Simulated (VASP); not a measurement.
Here is a VASP 6.6.1 calculation.

File POSCAR:

```
MgS
1.0
    0.0000000000      2.8513536765      2.8513536765
    2.8513536765      0.0000000000      2.8513536765
    2.8513536765      2.8513536765      0.0000000000
S Mg
1 1
Direct
    0.2500000000      0.2500000000      0.2500000000
    0.0000000000      0.0000000000      0.0000000000
```

The input INCAR.step1:

```
ALGO = Normal
EDIFF = 1E-5
ENCUT = 520
GGA = PE
ISIF = 2
ISMEAR = -1
LASPH = True
LREAL = False
LWAVE = True
NBANDS = 11
NELM = 60
PREC = Accurate
SIGMA = 0.05
```

File INCAR.step2:

```
AEXX = 0.2
AGGAC = 0.81
AGGAX = 0.72
ALDAC = 0.19
ALGO = Normal
EDIFF = 1E-7
ENCUT = 520
GGA = B3
ISIF = 2
ISMEAR = -1
ISTART = 1
LASPH = True
LCHARG = True
LELF = True
LHFCALC = True
LREAL = False
LVHAR = True
LWAVE = False
NBANDS = 11
NELM = 60
PREC = Accurate
PRECFOCK = Normal
SIGMA = 0.05
```

KPOINTS

```
k-points
0
Gamma
  4 4 4
```

Potentials or basis: VASP PAW PBE potentials, release 64 (S, Mg).

Command:

```bash
$ cat potpaw_PBE.64/S/POTCAR potpaw_PBE.64/Mg/POTCAR > POTCAR
$ cp INCAR.step1 INCAR
$ mpirun -np 1 vasp_std > vasp.out
$ cp INCAR.step2 INCAR
$ mpirun -np 1 vasp_std > vasp.out
```

(1) What does it give for the band gap on the k mesh?

(2) What does it give for the pressure?

## Answers

(1) 4.90 eV, direct.

(2) -0.1 GPa.

Caveat: the k points lie up to 0.48 Å⁻¹ apart; the PAW data sets were made with another functional, which shifts forces and pressure a little.
